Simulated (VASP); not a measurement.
# BaZrO3 in VASP: further runs

The runs below take BaZrO3 through single point, with PBE.

Everything below comes from runs of VASP 6.6.1. Logs are shortened: lines on timing, memory, paths and dates and some standing lists are left out, and cuts for length are marked.

## 1. The cell of the first run

It takes space group Pm-3m (No. 221, cubic). The conventional cell has a = 4.191 Å, b = 4.191 Å, c = 4.191 Å, α = 90.00°, β = 90.00°, γ = 90.00°. Within 3.9 Å of Ba (site symmetry m-3m) lie 12 O at 2.96 Å and 8 Zr at 3.63 Å. Zr (site symmetry m-3m) has 6 O at 2.10 Å within 2.8 Å. O (site symmetry 4/mmm) has 2 Zr at 2.10 Å within 2.8 Å.

## 2. Single point, PBE

The input, INCAR:

```
SYSTEM = BaZrO3
  ALGO = Normal
  EDIFF = 1E-7
  ENCUT = 520
  GGA = PE
  ISIF = 2
  ISMEAR = -1
  LASPH = .True.
  LCHARG = .True.
  LELF = .True.
  LREAL = .False.
  LVHAR = .True.
  LWAVE = .False.
  NBANDS = 28
  NELM = 60
  PREC = Accurate
  SIGMA = 0.02
```

The input, KPOINTS:

```
k-points
0
Gamma
  5 5 5
  0 0 0
```

The input, POSCAR:

```
BaZrO3
1.0
    4.1913400000      0.0000000000      0.0000000000
    0.0000000000      4.1913400000      0.0000000000
    0.0000000000      0.0000000000      4.1913400000
Ba Zr O
1 1 3
Direct
    0.0000000000      0.0000000000      0.0000000000
    0.5000000000      0.5000000000      0.5000000000
    0.0000000000      0.5000000000      0.5000000000
    0.5000000000      0.0000000000      0.5000000000
    0.5000000000      0.5000000000      0.0000000000
```

Potentials or basis: VASP PAW PBE potentials, release 64 (Ba_sv, Zr_sv, O).

Run with:

```sh
> cat potpaw_PBE.64/Ba_sv/POTCAR potpaw_PBE.64/Zr_sv/POTCAR potpaw_PBE.64/O/POTCAR > POTCAR
> mpirun -np 1 vasp_std > vasp.out
```

OUTCAR:

```text
SYSTEM = BaZrO3
   EDIFF = 1E-7
   ENCUT = 520
   GGA = PE
   ISIF = 2
   ISMEAR = -1
   LASPH = .True.
   LREAL = .False.
   NELM = 60
   PREC = Accurate

 ion  position               nearest neighbor table
   1  0.000  0.000  0.000-   3 2.96   4 2.96   5 2.96   3 2.96   4 2.96   3 2.96   5 2.96   3 2.96
                             4 2.96   5 2.96   4 2.96   5 2.96   2 3.63   2 3.63   2 3.63   2 3.63
   2  0.500  0.500  0.500-   3 2.10   4 2.10   5 2.10   5 2.10   4 2.10   3 2.10   1 3.63   1 3.63
                             1 3.63   1 3.63   1 3.63   1 3.63   1 3.63   1 3.63
   3  0.000  0.500  0.500-   2 2.10   2 2.10   1 2.96   1 2.96   1 2.96   1 2.96
   4  0.500  0.000  0.500-   2 2.10   2 2.10   1 2.96   1 2.96   1 2.96   1 2.96
   5  0.500  0.500  0.000-   2 2.10   2 2.10   1 2.96   1 2.96   1 2.96   1 2.96

  LATTYP: Found a simple cubic cell.
 ALAT       =     4.1913400000

  Lattice vectors:

 A1 = (   4.1913400000,   0.0000000000,   0.0000000000)
 A2 = (   0.0000000000,   4.1913400000,   0.0000000000)
 A3 = (   0.0000000000,   0.0000000000,   4.1913400000)

Analysis of symmetry for initial positions (statically):
=====================================================================
 Subroutine PRICEL returns:
 Original cell was already a primitive cell.

 Routine SETGRP: Setting up the symmetry group for a
 simple cubic supercell.

 Subroutine GETGRP returns: Found 48 space group operations
 (whereof 48 operations were pure point group operations)
 out of a pool of 48 trial point group operations.

The static configuration has the point symmetry O_h .

Analysis of symmetry for dynamics (positions and initial velocities):
=====================================================================
 Subroutine PRICEL returns:
 Original cell was already a primitive cell.

 Routine SETGRP: Setting up the symmetry group for a
 simple cubic supercell.

 Subroutine GETGRP returns: Found 48 space group operations
 (whereof 48 operations were pure point group operations)
 out of a pool of 48 trial point group operations.

The dynamic configuration has the point symmetry O_h .

 Subroutine INISYM returns: Found 48 space group operations
 (whereof 48 operations are pure point group operations),
 and found     1 'primitive' translations

----------------------------------------------------------------------------------------

                                     Primitive cell

  volume of cell :      73.6307

  direct lattice vectors                    reciprocal lattice vectors
     4.191340000  0.000000000  0.000000000     0.238587182  0.000000000  0.000000000
     0.000000000  4.191340000  0.000000000     0.000000000  0.238587182  0.000000000
     0.000000000  0.000000000  4.191340000     0.000000000  0.000000000  0.238587182

  length of vectors
     4.191340000  4.191340000  4.191340000     0.238587182  0.238587182  0.238587182

  position of ions in fractional coordinates (direct lattice)
     0.000000000  0.000000000  0.000000000
     0.500000000  0.500000000  0.500000000
     0.000000000  0.500000000  0.500000000
     0.500000000  0.000000000  0.500000000
     0.500000000  0.500000000  0.000000000

  ion indices of the primitive-cell ions
   primitive index   ion index
                 1           1
                 2           2
                 3           3
                 4           4
                 5           5

----------------------------------------------------------------------------------------

 KPOINTS: k-points

Automatic generation of k-mesh.
 Grid dimensions read from file:
 generate k-points for:    5    5    5

 Generating k-lattice:

  Cartesian coordinates                     Fractional coordinates (reciprocal lattice)
     0.047717436  0.000000000  0.000000000     0.200000000  0.000000000  0.000000000
     0.000000000  0.047717436  0.000000000     0.000000000  0.200000000  0.000000000
     0.000000000  0.000000000  0.047717436     0.000000000  0.000000000  0.200000000

  Length of vectors
     0.047717436  0.047717436  0.047717436

  Shift w.r.t. Gamma in fractional coordinates (k-lattice)
     0.000000000  0.000000000  0.000000000

 Subroutine IBZKPT returns following result:
 ===========================================

 Found     10 irreducible k-points:

 Following reciprocal coordinates:
            Coordinates               Weight
  0.000000  0.000000  0.000000      1.000000
  0.200000  0.000000  0.000000      6.000000
  0.400000  0.000000  0.000000      6.000000
  0.200000  0.200000  0.000000     12.000000
  0.400000  0.200000  0.000000     24.000000
  0.400000  0.400000  0.000000     12.000000
  0.200000  0.200000  0.200000      8.000000
  0.400000  0.200000  0.200000     24.000000
  0.400000  0.400000  0.200000     24.000000
  0.400000  0.400000  0.400000      8.000000
   k-points           NKPTS =     10   k-points in BZ     NKDIM =     10   number of bands    NBANDS=     28
   number of dos      NEDOS =    301   number of ions     NIONS =      5
   total plane-waves  NPLWV =  32768
   dimension x,y,z NGX =    32 NGY =   32 NGZ =   32
   dimension x,y,z NGXF=    64 NGYF=   64 NGZF=   64
   ions per type =               1   1   3
   NGX,Y,Z   is equivalent  to a cutoff of  12.69, 12.69, 12.69 a.u.
   NGXF,Y,Z  is equivalent  to a cutoff of  25.39, 25.39, 25.39 a.u.
 SYSTEM =  BaZrO3
   PREC   = accura    normal or accurate (medium, high low for compatibility)
   ISTART =      0    job   : 0-new  1-cont  2-samecut
   ICHARG =      2    charge: 1-file 2-atom 10-const
   ISPIN  =      1    spin polarized calculation?
   LNONCOLLINEAR =      F non collinear calculations
   LSORBIT =      F    spin-orbit coupling
   LASPH  =      T    aspherical Exc in radial PAW
   ENCUT  =  520.0 eV  38.22 Ry    6.18 a.u.   7.79  7.79  7.79*2*pi/ulx,y,z
   NELM   =     60;   NELMIN=  2; NELMDL= -5     # of ELM steps
   EDIFF  = 0.1E-06   stopping-criterion for ELM
   LREAL  =      F    real-space projection
   EDIFFG = 0.1E-05   stopping-criterion for IOM
   NSW    =      0    number of steps for IOM
   IBRION =     -1    ionic relax: 0-MD 1-quasi-New 2-CG
   NFREE  =      0    steps in history (QN), initial steepest desc. (CG)
   ISIF   =      2    stress and relaxation
   ISYM   =      2    0-nonsym 1-usesym 2-fastsym
   POTIM  = 0.5000    time-step for ionic-motion
   TEBEG  =    0.0;   TEEND  =   0.0 temperature during run
   PSTRESS=    0.0 pullay stress
   NELECT =      40.0000    total number of electrons
   NUPDOWN=      -1.0000    fix difference up-down
   EMIN   =  10.00;   EMAX   =-10.00  energy-range for DOS
   EFERMI =   0.00;   METHOD = LEGACY
   ISMEAR =    -1;   SIGMA  =   0.02  broadening in eV -4-tet -1-fermi 0-gaus
   EFERMI_NEDOS =   21; number of points for ismear=-14 and -15
   IALGO  =     38    algorithm
   IMIX   =      4    mixing-type and parameters
     AMIX     =   0.40;   BMIX     =  1.00
     AMIX_MAG =   1.60;   BMIX_MAG =  1.00
  volume/ion in A,a.u.               =      14.73        99.38
  Fermi-wavevector in a.u.,A,eV,Ry     =   1.335802  2.524299 24.277770  1.784366
  Thomas-Fermi vector in A             =   2.464478
   LORBIT       =      0    0 simple, 1 ext, 2 COOP (PROOUT), +10 PAW based schemes
   GGA     = PE    functional components
   LHFCALC =     F    Hartree Fock is set to
   AEXX    =    0.0000 exact exchange contribution
   IVDW    =     0    specifies the selected vdW correction
   LEPSILON=     F    determine dielectric tensor
   LRPA    =     F    only Hartree local field effects (RPA)
 non-spin polarized calculation
  energy-cutoff  :      520.00
  volume of cell :       73.63
 maximum number of plane-waves:      1993
 NGX is ok and might be reduce to    32
   NGX = 15   NGY = 15   NGZ = 15

 number of electron      40.0000000 magnetization

 Free energy of the ion-electron system (eV)
  ---------------------------------------------------
  ext. energy  EPLUGINS =         0.00000000
  ---------------------------------------------------
  free energy    TOTEN  =       -41.68482508 eV

  energy without entropy =      -41.68482508  energy(sigma->0) =      -41.68482508

 E-fermi :   4.2575     XC(G=0): -10.7713

 val. band max:        3.6853345327   @ k =   0.4000   0.4000   0.4000
 cond. band min:       6.9780336211   @ k =   0.0000   0.0000   0.0000
 fundamental gap:      3.2926990885
 Fermi energy:         4.2574830727

 k-point     1 :       0.0000    0.0000    0.0000
  band No.  band energies     occupation
      1     -43.2311      2.00000
      2     -21.5263      2.00000
      3     -21.3921      2.00000
      4     -21.3921      2.00000
      5     -21.3921      2.00000
      6     -12.5822      2.00000
[... 20 lines left out ...]
     27      11.2358      0.00000
     28      11.2358      0.00000

 k-point     2 :       0.2000    0.0000    0.0000
  band No.  band energies     occupation
      1     -43.2299      2.00000
      2     -21.6314      2.00000
      3     -21.3897      2.00000
      4     -21.3897      2.00000
      5     -21.3538      2.00000
      6     -12.6052      2.00000
[... 20 lines left out ...]
     27      11.2369      0.00000
     28      11.8649      0.00000

 k-point     3 :       0.4000    0.0000    0.0000
  band No.  band energies     occupation
      1     -43.2280      2.00000
      2     -21.7732      2.00000
      3     -21.3858      2.00000
      4     -21.3858      2.00000
      5     -21.3133      2.00000
      6     -12.7304      2.00000
[... 20 lines left out ...]
     27      11.2252      0.00000
     28      12.2193      0.00000

 k-point     4 :       0.2000    0.2000    0.0000
  band No.  band energies     occupation
      1     -43.2288      2.00000
      2     -21.6413      2.00000
      3     -21.4790      2.00000
      4     -21.3874      2.00000
      5     -21.3238      2.00000
      6     -12.5336      2.00000
[... 144 lines left out ...]
     27      11.6429      0.00000
     28      12.2740      0.00000

 k-point     9 :       0.4000    0.4000    0.2000
  band No.  band energies     occupation
      1     -43.2239      2.00000
      2     -21.6389      2.00000
      3     -21.6101      2.00000
      4     -21.4707      2.00000
      5     -21.3963      2.00000
      6     -12.1107      2.00000
[... 20 lines left out ...]
     27      11.7306      0.00000
     28      12.7325      0.00000

 k-point    10 :       0.4000    0.4000    0.4000
  band No.  band energies     occupation
      1     -43.2220      2.00000
      2     -21.6125      2.00000
      3     -21.6049      2.00000
      4     -21.6049      2.00000
      5     -21.4005      2.00000
      6     -11.5464      2.00000
[... 20 lines left out ...]
     27      12.5681      0.00000
     28      12.5681      0.00000

------------------------ aborting loop because EDIFF is reached ----------------------------------------

  FORCE on cell =-STRESS in cart. coord.  units (eV):
  Direction    XX          YY          ZZ          XY          YZ          ZX
  --------------------------------------------------------------------------------------
  -------------------------------------------------------------------------------------
  Total        2.3437160      2.3437160      2.3437160     -0.0000000     -0.0000000      0.0000000
  in kB       50.9984407     50.9984407     50.9984407     -0.0000000     -0.0000000      0.0000000
  external PRESSURE =      50.9984407 kB  Pullay stress =       0.0000000 kB

 VOLUME and BASIS-vectors are now :
 -----------------------------------------------------------------------------
  energy-cutoff  :      520.00
  volume of cell :       73.63
      direct lattice vectors                 reciprocal lattice vectors
     4.191340000  0.000000000  0.000000000     0.238587182  0.000000000  0.000000000
     0.000000000  4.191340000  0.000000000     0.000000000  0.238587182  0.000000000
     0.000000000  0.000000000  4.191340000     0.000000000  0.000000000  0.238587182

 POSITION                                       TOTAL-FORCE (eV/Angst)
 -----------------------------------------------------------------------------------
      0.00000      0.00000      0.00000         0.000000      0.000000      0.000000
      2.09567      2.09567      2.09567         0.000000      0.000000      0.000000
      0.00000      2.09567      2.09567         0.000000      0.000000      0.000000
      2.09567      0.00000      2.09567         0.000000      0.000000      0.000000
      2.09567      2.09567      0.00000         0.000000      0.000000      0.000000
 -----------------------------------------------------------------------------------
    total drift:                                0.000000     -0.000000     -0.000000

  FREE ENERGIE OF THE ION-ELECTRON SYSTEM (eV)
  ---------------------------------------------------
  free  energy   TOTEN  =       -41.6848250789 eV

  energy  without entropy=      -41.6848250789  energy(sigma->0) =      -41.68482508
```

It took 21 s on 1 thread of Intel Xeon 6975P-C, shared host; peak memory 0.19 GiB.

Results:

```yaml
Free_energy: -41.6848 eV
Pressure: 5.1 GPa
Band_gap_on_the_k_mesh: 3.29 eV, indirect (least direct gap 3.41 eV)
```

Caveat: spin-orbit coupling is left out, which moves the levels of the heavy elements. As with any semilocal functional, this PBE gap is likely too small.

## 3. Single point, PBE

This run uses another cell than the first one, of 14.14 Å³/atom, 0.960 times its volume.

The input, INCAR:

```
SYSTEM = BaZrO3
ALGO     = Normal         ! electronic algorithm
EDIFF    = 1E-7           ! SCF threshold, eV
ENCUT    = 520            ! plane-wave cutoff, eV
GGA      = PE             ! functional
ISIF     = 2              ! what is computed and relaxed
ISMEAR   = -1             ! smearing method
LASPH    = .TRUE.         ! aspherical terms in the spheres
LCHARG   = .FALSE.        ! write CHGCAR
LREAL    = .FALSE.        ! projectors in reciprocal space
LWAVE    = .FALSE.        ! write WAVECAR
NBANDS   = 28             ! bands
NELM     = 60             ! most SCF steps
PREC     = Accurate       ! precision mode
SIGMA    = 0.02           ! smearing width, eV
```

The input, KPOINTS:

```
k-points
0
G
  5 5 5
  0 0 0
```

Edit POSCAR of step 2 so:

```diff
@@ -2,4 +2,4 @@
 1.0
-    4.1913400000      0.0000000000      0.0000000000
-    0.0000000000      4.1913400000      0.0000000000
+    4.1075132000      0.0000000000      0.0000000000
+    0.0000000000      4.1075132000      0.0000000000
     0.0000000000      0.0000000000      4.1913400000
```

Potentials or basis: VASP PAW PBE potentials, release 64 (Ba_sv, Zr_sv, O).

Run with:

```sh
> cat potpaw_PBE.64/Ba_sv/POTCAR potpaw_PBE.64/Zr_sv/POTCAR potpaw_PBE.64/O/POTCAR > POTCAR
> mpirun -np 1 vasp_std > vasp.out
```

It took 33 s on 1 thread of Intel Xeon 6975P-C, shared host; peak memory 0.2 GiB.

It converged, with:

```yaml
Free_energy: -41.5054 eV
Pressure: 12.8 GPa
Band_gap_on_the_k_mesh: 3.35 eV, indirect (least direct gap 3.40 eV)
```

Stress tensor (GPa, compression positive):
```
14.67  0.00  0.00
 0.00 14.67  0.00
 0.00  0.00  9.02
```

Levels at points of the mesh, in eV from the valence-band top:
| k point | band 17 | band 18 | band 19 | band 20 | band 21 | band 22 | band 23 | band 24 |
| --- | --- | --- | --- | --- | --- | --- | --- | --- |
| (0.00, 0.00, 0.00) | -0.90 | -0.10 | -0.04 | -0.04 | 3.35 | 3.35 | 3.45 | 4.73 |

Caveat: spin-orbit coupling is left out, which moves the levels of the heavy elements. A hybrid or GW would open this gap; PBE tends to underestimate it.
